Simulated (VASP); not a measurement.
# Ti (P6_3/mmc) in VASP: notebook

Runs on Ti. Level: PBEsol. Tasks: single point.

Program: VASP 6.6.1. These are calculated values, not measurements. Logs are shortened: lines on timing, memory, paths and dates and some standing lists are left out, and cuts for length are marked.

### 1 The cell of the first run

It takes space group P6_3/mmc (No. 194, hexagonal). Conventional cell: a = 2.900 Å, b = 2.900 Å, c = 4.729 Å, α = 90.00°, β = 90.00°, γ = 120.00°. Within 3.8 Å of Ti (site symmetry -6m2) lie 12 Ti at 2.90 Å.

### 2 Single point, PBEsol (strain along c alone, the other axes held: +3.0 %)

INCAR reads:

```
SYSTEM = Ti
PREC = Accurate ; ENCUT = 520
EDIFF = 1E-6 ; ISMEAR = 0
SIGMA = 0.1 ; LREAL = .FALSE.
LASPH = .TRUE. ; NELM = 80
ALGO = Fast ; ISIF = 2
LWAVE = .FALSE. ; LCHARG = .FALSE.
GGA = PS ; NBANDS = 19
```

KPOINTS reads:

```
regular mesh
0
G
  24 24 12
  0 0 0
```

POSCAR reads:

```
Ti
1.0
    2.9004352004      0.0000000000      0.0000000000
   -1.4502176002      2.5118505656      0.0000000000
    0.0000000000      0.0000000000      4.7287201603
Ti
2
Direct
    0.3333333333      0.6666666667      0.2500000000
    0.6666666667      0.3333333333      0.7500000000
```

Potentials or basis: VASP PAW PBE potentials, release 64 (Ti_sv).

Run with:

```console
> cat potpaw_PBE.64/Ti_sv/POTCAR > POTCAR
> mpirun -np 1 vasp_std > vasp.out
```

OUTCAR:

```text
SYSTEM = Ti
   PREC = Accurate
   ENCUT = 520
   EDIFF = 1E-6
   ISMEAR = 0
   LREAL = .FALSE.
   LASPH = .TRUE.
   NELM = 80
   ISIF = 2
   GGA = PS

 ion  position               nearest neighbor table
   1  0.333  0.667  0.250-   2 2.90   2 2.90   2 2.90   2 2.90   2 2.90   2 2.90
   2  0.667  0.333  0.750-   1 2.90   1 2.90   1 2.90   1 2.90   1 2.90   1 2.90

  LATTYP: Found a hexagonal cell.
 ALAT       =     2.9004352004
 C/A-ratio  =     1.6303484938

  Lattice vectors:

 A1 = (   2.9004352004,   0.0000000000,   0.0000000000)
 A2 = (  -1.4502176002,   2.5118505656,   0.0000000000)
 A3 = (   0.0000000000,   0.0000000000,   4.7287201603)

Analysis of symmetry for initial positions (statically):
=====================================================================
 Subroutine PRICEL returns:
 Original cell was already a primitive cell.

 Routine SETGRP: Setting up the symmetry group for a
 hexagonal supercell.

 Subroutine GETGRP returns: Found 24 space group operations
 (whereof 12 operations were pure point group operations)
 out of a pool of 24 trial point group operations.

The static configuration has the point symmetry D_3d.
 The point group associated with its full space group is D_6h.

Analysis of symmetry for dynamics (positions and initial velocities):
=====================================================================
 Subroutine PRICEL returns:
 Original cell was already a primitive cell.

 Routine SETGRP: Setting up the symmetry group for a
 hexagonal supercell.

 Subroutine GETGRP returns: Found 24 space group operations
 (whereof 12 operations were pure point group operations)
 out of a pool of 24 trial point group operations.

The dynamic configuration has the point symmetry D_3d.
 The point group associated with its full space group is D_6h.

 Subroutine INISYM returns: Found 24 space group operations
 (whereof 12 operations are pure point group operations),
 and found     1 'primitive' translations

----------------------------------------------------------------------------------------

                                     Primitive cell

  volume of cell :      34.4509

  direct lattice vectors                    reciprocal lattice vectors
     2.900435200  0.000000000  0.000000000     0.344775846  0.199056427  0.000000000
    -1.450217600  2.511850566  0.000000000     0.000000000  0.398112855  0.000000000
     0.000000000  0.000000000  4.728720160     0.000000000  0.000000000  0.211473711

[... 82 lines left out ...]
   NELM   =     80;   NELMIN=  2; NELMDL= -5     # of ELM steps
   EDIFF  = 0.1E-05   stopping-criterion for ELM
   LREAL  =      F    real-space projection
   EDIFFG = 0.1E-04   stopping-criterion for IOM
   NSW    =      0    number of steps for IOM
   IBRION =     -1    ionic relax: 0-MD 1-quasi-New 2-CG
   NFREE  =      0    steps in history (QN), initial steepest desc. (CG)
   ISIF   =      2    stress and relaxation
   ISYM   =      2    0-nonsym 1-usesym 2-fastsym
   POTIM  = 0.5000    time-step for ionic-motion
   TEBEG  =    0.0;   TEEND  =   0.0 temperature during run
   PSTRESS=    0.0 pullay stress
   NELECT =      24.0000    total number of electrons
   NUPDOWN=      -1.0000    fix difference up-down
   EMIN   =  10.00;   EMAX   =-10.00  energy-range for DOS
   EFERMI =   0.00;   METHOD = LEGACY
   ISMEAR =     0;   SIGMA  =   0.10  broadening in eV -4-tet -1-fermi 0-gaus
   EFERMI_NEDOS =   21; number of points for ismear=-14 and -15
   IALGO  =     68    algorithm
   IMIX   =      4    mixing-type and parameters
     AMIX     =   0.40;   BMIX     =  1.00
     AMIX_MAG =   1.60;   BMIX_MAG =  1.00
  volume/ion in A,a.u.               =      17.23       116.24
  Fermi-wavevector in a.u.,A,eV,Ry     =   1.451259  2.742483 28.655964  2.106154
  Thomas-Fermi vector in A             =   2.568777
   LORBIT       =      0    0 simple, 1 ext, 2 COOP (PROOUT), +10 PAW based schemes
   GGA     = PS    functional components
   LHFCALC =     F    Hartree Fock is set to
   AEXX    =    0.0000 exact exchange contribution
   IVDW    =     0    specifies the selected vdW correction
   LEPSILON=     F    determine dielectric tensor
   LRPA    =     F    only Hartree local field effects (RPA)
 non-spin polarized calculation
 RMM-DIIS sequential band-by-band and
 Gauss-broadening in eV      SIGMA  =   0.10
  energy-cutoff  :      520.00
  volume of cell :       34.45
 maximum number of plane-waves:       966
 NGX is ok and might be reduce to    24

 number of electron      23.9999992 magnetization

 Free energy of the ion-electron system (eV)
  ---------------------------------------------------
  ext. energy  EPLUGINS =         0.00000000
  ---------------------------------------------------
  free energy    TOTEN  =       -16.66457559 eV

  energy without entropy =      -16.65463651  energy(sigma->0) =      -16.65960605

 E-fermi :   8.2919     XC(G=0): -11.6750

 val. band max:        8.2841638201   @ k =   0.1667   0.0417   0.2500
 cond. band min:       8.2952141602   @ k =   0.3750   0.1667   0.3333
 fundamental gap:      0.0110503401
 Fermi energy:         8.2919039838

 k-point     1 :       0.0000    0.0000    0.0000
  band No.  band energies     occupation
      1     -48.3118      2.00000
      2     -48.1823      2.00000
      3     -24.9914      2.00000
      4     -24.3224      2.00000
      5     -24.3224      2.00000
      6     -24.2962      2.00000
[... 505 lines left out ...]
      6     -24.4814      2.00000
[... 11 lines left out ...]
     18      11.9111      0.00000
     19      12.6895      0.00000

 [... further k-points ...]

------------------------ aborting loop because EDIFF is reached ----------------------------------------

  FORCE on cell =-STRESS in cart. coord.  units (eV):
  Direction    XX          YY          ZZ          XY          YZ          ZX
  --------------------------------------------------------------------------------------
  -------------------------------------------------------------------------------------
  Total       -0.5653604     -0.5653604     -1.2681028      0.0000000     -0.0000000      0.0000000
  in kB      -26.2927138    -26.2927138    -58.9745259      0.0000000     -0.0000000      0.0000000
  external PRESSURE =     -37.1866511 kB  Pullay stress =       0.0000000 kB

 VOLUME and BASIS-vectors are now :
 -----------------------------------------------------------------------------
  energy-cutoff  :      520.00
  volume of cell :       34.45
      direct lattice vectors                 reciprocal lattice vectors
     2.900435200  0.000000000  0.000000000     0.344775846  0.199056427  0.000000000
    -1.450217600  2.511850566  0.000000000     0.000000000  0.398112855  0.000000000
     0.000000000  0.000000000  4.728720160     0.000000000  0.000000000  0.211473711

 POSITION                                       TOTAL-FORCE (eV/Angst)
 -----------------------------------------------------------------------------------
     -0.00000      1.67457      1.18218        -0.000000      0.000000      0.000000
      1.45022      0.83728      3.54654         0.000000     -0.000000      0.000000
 -----------------------------------------------------------------------------------
    total drift:                               -0.000000      0.000000     -0.000000

  FREE ENERGIE OF THE ION-ELECTRON SYSTEM (eV)
  ---------------------------------------------------
  free  energy   TOTEN  =       -16.6645755940 eV

  energy  without entropy=      -16.6546365085  energy(sigma->0) =      -16.65960605
```

OSZICAR:

```text
N       E                     dE             d eps       ncg     rms          rms(c)
DAV:   1     0.262253951680E+03    0.26225E+03   -0.13049E+04 16266   0.158E+03
DAV:   2     0.112776850930E+02   -0.25098E+03   -0.24686E+03 16633   0.441E+02
DAV:   3    -0.176900039199E+02   -0.28968E+02   -0.28630E+02 30266   0.123E+02
[... 28 lines left out ...]
RMM:  32    -0.166645712976E+02   -0.15893E-05   -0.20461E-05 17888   0.182E-02    0.163E-02
RMM:  33    -0.166645728849E+02   -0.15872E-05   -0.19440E-05 18058   0.176E-02    0.187E-02
RMM:  34    -0.166645739740E+02   -0.10891E-05   -0.13224E-05 17628   0.153E-02    0.194E-02
RMM:  35    -0.166645749295E+02   -0.95550E-06   -0.12137E-05 16176   0.136E-02    0.196E-02
RMM:  36    -0.166645755940E+02   -0.66456E-06   -0.92111E-06 16983   0.129E-02
   1 F= -.16664576E+02 E0= -.16659606E+02  d E =-.993909E-02
```

stdout:

```text
POSCAR found type information on POSCAR Ti
 POSCAR found :  1 types and       2 ions
 scaLAPACK will be used
 -----------------------------------------------------------------------------
|                                                                             |
|                                                                             |
|     You enforced a specific xc type in the INCAR file but a different       |
[... 23 lines left out ...]
WARNING in EDDRMM: call to ZHEGV failed, returncode =   8  4     10
WARNING in EDDRMM: call to ZHEGV failed, returncode =   8  4     10
WARNING in EDDRMM: call to ZHEGV failed, returncode =   8  4     15
WARNING in EDDRMM: call to ZHEGV failed, returncode =   6  3      9
WARNING in EDDRMM: call to ZHEGV failed, returncode =   6  3     16
WARNING in EDDRMM: call to ZHEGV failed, returncode =   6  3      3
WARNING in EDDRMM: call to ZHEGV failed, returncode =   8  4     10
```

Run time: 5.6 min. Hardware: 1 thread of Intel Xeon Platinum 8559C (Emerald Rapids), shared host; peak memory 0.33 GiB.

Results:

```yaml
Free_energy: -16.6646 eV
Pressure: -3.7 GPa
Band_gap_on_the_k_mesh: zero (bands 12 and 13 overlap by 1.08 eV)
```

Caveat: the cell differs from its parent crystal (strain along c alone, the other axes held: +3.0 %); the cell stands under tension; the PAW data sets were made with another functional, which shifts forces and pressure a little.

### 3 Single point, PBEsol

This run uses another cell than the first one, of 16.72 Å³/atom.

INCAR reads:

```
SYSTEM = Ti
ALGO = Normal
EDIFF = 1E-6
ENCUT = 500
GGA = PS
GGA_COMPAT = .False.
ISIF = 2
ISMEAR = 0
LASPH = .True.
LCHARG = .True.
LELF = .True.
LREAL = .False.
LVHAR = .True.
LWAVE = .False.
NBANDS = 19
NELM = 120
PREC = Accurate
SIGMA = 0.1
```

KPOINTS reads:

```
k-points
0
Gamma
  12 12 8
  0 0 0
```

POSCAR reads:

```
Ti
1.0
    2.9004352380      0.0000000000      0.0000000000
   -1.4502176190      2.5118505982      0.0000000000
    0.0000000000      0.0000000000      4.5909904729
Ti
2
Direct
    0.3333333333      0.6666666667      0.2500000000
    0.6666666667      0.3333333333      0.7500000000
```

Potentials or basis: VASP PAW PBE potentials, release 64 (Ti_sv).

Run with:

```console
> cat potpaw_PBE.64/Ti_sv/POTCAR > POTCAR
> mpirun -np 1 vasp_std > vasp.out
```

OUTCAR:

```text
SYSTEM = Ti
   EDIFF = 1E-6
   ENCUT = 500
   GGA = PS
   ISIF = 2
   ISMEAR = 0
   LASPH = .True.
   LREAL = .False.
   NELM = 120
   PREC = Accurate

 ion  position               nearest neighbor table
   1  0.333  0.667  0.250-   2 2.84   2 2.84   2 2.84   2 2.84   2 2.84   2 2.84
   2  0.667  0.333  0.750-   1 2.84   1 2.84   1 2.84   1 2.84   1 2.84   1 2.84

  LATTYP: Found a hexagonal cell.
 ALAT       =     2.9004352380
 C/A-ratio  =     1.5828626038

  Lattice vectors:

 A1 = (   2.9004352380,   0.0000000000,   0.0000000000)
 A2 = (  -1.4502176190,   2.5118505982,   0.0000000000)
 A3 = (   0.0000000000,   0.0000000000,   4.5909904729)

Analysis of symmetry for initial positions (statically):
=====================================================================
 Subroutine PRICEL returns:
 Original cell was already a primitive cell.

 Routine SETGRP: Setting up the symmetry group for a
 hexagonal supercell.

 Subroutine GETGRP returns: Found 24 space group operations
 (whereof 12 operations were pure point group operations)
 out of a pool of 24 trial point group operations.

The static configuration has the point symmetry D_3d.
[... 161 lines left out ...]

  energy without entropy =      -16.67289481  energy(sigma->0) =      -16.67798827

 E-fermi :   8.6269     XC(G=0): -11.8176

 val. band max:        8.6149421625   @ k =   0.3333   0.1667   0.3750
 cond. band min:       8.6399944171   @ k =   0.3333   0.3333   0.2500
 fundamental gap:      0.0250522547
 Fermi energy:         8.6269348319

 k-point     1 :       0.0000    0.0000    0.0000
  band No.  band energies     occupation
      1     -47.9554      2.00000
      2     -47.7924      2.00000
      3     -24.6927      2.00000
      4     -23.9626      2.00000
      5     -23.9626      2.00000
      6     -23.8800      2.00000
[... 505 lines left out ...]
      6     -24.0803      2.00000
[... 11 lines left out ...]
     18      11.4963      0.00000
     19      12.2617      0.00000

 [... further k-points ...]

------------------------ aborting loop because EDIFF is reached ----------------------------------------

  FORCE on cell =-STRESS in cart. coord.  units (eV):
  Direction    XX          YY          ZZ          XY          YZ          ZX
  --------------------------------------------------------------------------------------
  -------------------------------------------------------------------------------------
  Total       -0.0685521     -0.0685521     -0.0228212      0.0000000     -0.0000000     -0.0000000
  in kB       -3.2837326     -3.2837326     -1.0931647      0.0000000     -0.0000000     -0.0000000
  external PRESSURE =      -2.5535433 kB  Pullay stress =       0.0000000 kB

 VOLUME and BASIS-vectors are now :
 -----------------------------------------------------------------------------
  energy-cutoff  :      500.00
  volume of cell :       33.45
      direct lattice vectors                 reciprocal lattice vectors
     2.900435238  0.000000000  0.000000000     0.344775842  0.199056425  0.000000000
    -1.450217619  2.511850598  0.000000000     0.000000000  0.398112850  0.000000000
     0.000000000  0.000000000  4.590990473     0.000000000  0.000000000  0.217817921

 POSITION                                       TOTAL-FORCE (eV/Angst)
 -----------------------------------------------------------------------------------
     -0.00000      1.67457      1.14775        -0.000000      0.000000      0.000000
      1.45022      0.83728      3.44324         0.000000     -0.000000      0.000000
 -----------------------------------------------------------------------------------
    total drift:                                0.000000     -0.000000      0.000000

  FREE ENERGIE OF THE ION-ELECTRON SYSTEM (eV)
  ---------------------------------------------------
  free  energy   TOTEN  =       -16.6830817266 eV

  energy  without entropy=      -16.6728948058  energy(sigma->0) =      -16.67798827
```

stdout:

```text
POSCAR found type information on POSCAR Ti
 POSCAR found :  1 types and       2 ions
 scaLAPACK will be used
 -----------------------------------------------------------------------------
|                                                                             |
|                                                                             |
|     You enforced a specific xc type in the INCAR file but a different       |
|     I HOPE YOU KNOW WHAT YOU ARE DOING!                                     |
|                                                                             |
 -----------------------------------------------------------------------------

 LDA part: xc-table for (Slater+PW92), standard interpolation
 POSCAR, INCAR and KPOINTS ok, starting setup
 FFT: planning ... GRIDC
 FFT: planning ... GRID_SOFT
 FFT: planning ... GRID
 WAVECAR not read
 entering main loop
```

Run time: 35 s. Hardware: 1 thread of Intel Xeon 6975P-C (Granite Rapids), shared host; peak memory 0.17 GiB.

What came out:

```yaml
Free_energy: -16.6831 eV
Pressure: -0.3 GPa
Band_gap_on_the_k_mesh: zero (bands 12 and 13 overlap by 1.00 eV)
```

Stress tensor (GPa, compression positive):
```
-0.33  0.00  0.00
 0.00 -0.33  0.00
 0.00  0.00 -0.11
```

Caveat: the PAW data sets were made with another functional, which shifts forces and pressure a little.

### 4 Single point, PBEsol

This run uses another cell than the first one, of 16.72 Å³/atom.

INCAR reads:

```
ALGO = Fast
EDIFF = 1E-6
ENCUT = 520
GGA = PS
ISIF = 2
ISMEAR = 0
LASPH = True
LCHARG = False
LREAL = False
LWAVE = False
NBANDS = 19
NELM = 80
PREC = Accurate
SIGMA = 0.15
```

KPOINTS reads:

```
k-points
0
Gamma
  12 12 8
```

POSCAR reads:

```
Ti
1.0
    2.9004352004      0.0000000000      0.0000000000
   -1.4502176002      2.5118505656      0.0000000000
    0.0000000000      0.0000000000      4.5909904469
Ti
2
Direct
    0.3333333333      0.6666666667      0.2500000000
    0.6666666667      0.3333333333      0.7500000000
```

Run with:

```console
> cat potpaw_PBE.64/Ti_sv/POTCAR > POTCAR
> mpirun -np 1 vasp_std > vasp.out
```

Wall time 2.1 min (1 thread of Intel Xeon Platinum 8488C (Sapphire Rapids), shared host); peak memory 0.18 GiB.

The run converged. Its results:

| Quantity | Value |
| --- | --- |
| Free energy | -16.6897 eV |
| Pressure | -0.3 GPa |
| Band gap on the k mesh | zero (bands 12 and 13 overlap by 1.00 eV) |

Stress tensor (GPa, compression positive):
```
-0.31  0.00  0.00
 0.00 -0.31  0.00
 0.00  0.00 -0.19
```

Levels at points of the mesh, in eV from the Fermi level:
```csv
k point,band 10,band 11,band 12,band 13,band 14,band 15
"(0.00, 0.00, 0.00)",-2.79,0.79,0.79,0.89,0.92,1.32
"(0.50, 0.00, 0.00)",-2.28,-1.95,-0.58,0.47,0.66,1.24
"(0.00, 0.00, 0.50)",-4.39,0.09,0.09,0.69,0.69,0.69
"(0.50, 0.00, 0.50)",-2.66,-0.86,-0.86,1.44,1.44,1.80
```

Caveat: the PAW data sets were made with another functional, which shifts forces and pressure a little.

### 5 Single point, PBEsol

This run uses another cell than the first one: it holds 4 atoms, not 2.

INCAR reads:

```
PREC = Accurate ; ENCUT = 520
EDIFF = 1E-7 ; ISMEAR = 0
SIGMA = 0.15 ; LREAL = False
LASPH = True ; NELM = 80
ALGO = Fast ; ISIF = 2
LWAVE = False ; LCHARG = False
GGA = PS ; NBANDS = 32
```

KPOINTS reads:

```
Automatic mesh
0
Gamma
  12 12 12
```

POSCAR reads:

```
Ti
1.0
   -2.9004352004      0.0000000000      0.0000000000
    0.0000000000      5.0237011312      0.0000000000
    1.4502176002     -2.5118505656     -4.5909904469
Ti
4
Direct
    0.8750000000      0.2083333333      0.7500000000
    0.3750000000      0.7083333333      0.7500000000
    0.1250000000      0.7916666667      0.2500000000
    0.6250000000      0.2916666667      0.2500000000
```

Run with:

```console
> cat potpaw_PBE.64/Ti_sv/POTCAR > POTCAR
> mpirun -np 1 vasp_std > vasp.out
```

Run time: 35 min. Hardware: 1 thread of Intel Xeon Platinum 8488C (Sapphire Rapids), shared host; peak memory 0.52 GiB.

It converged, with:

```yaml
Free_energy: -33.3798 eV
Pressure: -0.3 GPa
Band_gap_on_the_k_mesh: zero (bands 24 and 25 overlap by 1.08 eV)
```

Levels at points of the mesh, in eV from the Fermi level:
```tsv
k point	band 20	band 21	band 22	band 23	band 24	band 25	band 26	band 27	band 28	band 29
(0.00, 0.00, 0.00)	-2.65	-0.86	-0.86	0.79	0.79	0.90	0.93	1.32	1.32	1.44
(0.50, 0.00, 0.00)	-1.83	-1.17	-1.17	-0.87	-0.87	0.21	0.21	0.27	0.27	1.17
(0.00, 0.50, 0.00)	-2.02	-1.13	-1.13	-0.31	-0.31	0.39	0.39	0.98	0.98	1.09
(0.50, 0.50, 0.00)	-2.28	-1.95	-0.86	-0.86	-0.58	0.47	0.66	1.24	1.44	1.44
(0.00, 0.00, 0.50)	-2.28	-1.95	-0.58	0.09	0.09	0.47	0.66	0.69	0.69	0.69
```

Caveat: the PAW data sets were made with another functional, which shifts forces and pressure a little.

### 6 The runs side by side

| cell | k mesh | cutoff (eV) | smearing | gap on the mesh (eV) | pressure (GPa) |
| --- | --- | --- | --- | --- | --- |
| a = 2.900, b = 2.900, c = 4.729 Å, angles 90.0, 90.0, 120.0°, 2 atoms, atomic positions A | 24 × 24 × 12 | 520 | gaussian 0.1 eV | none | -3.7 |
| a = 2.900, b = 2.900, c = 4.591 Å, angles 90.0, 90.0, 120.0°, 2 atoms, atomic positions A | 12 × 12 × 8 | 500 | gaussian 0.1 eV | none | -0.3 |
| a = 2.900, b = 2.900, c = 4.591 Å, angles 90.0, 90.0, 120.0°, 2 atoms, atomic positions A | 12 × 12 × 8 | 520 | gaussian 0.15 eV | none | -0.3 |
| a = 2.900, b = 5.024, c = 5.430 Å, angles 117.6, 105.5, 90.0°, 4 atoms, atomic positions B | 12 × 12 × 12 | 520 | gaussian 0.15 eV | none | -0.3 |

Alike in all rows: task single point; level PBEsol; potentials or basis VASP PAW PBE potentials, release 64 (Ti_sv); no spin polarisation.

Caveats: the PAW data sets were made with another functional, which shifts forces and pressure a little; the cell stands under tension (at least some runs).

Absolute energies hang on the potentials; compare differences alone.
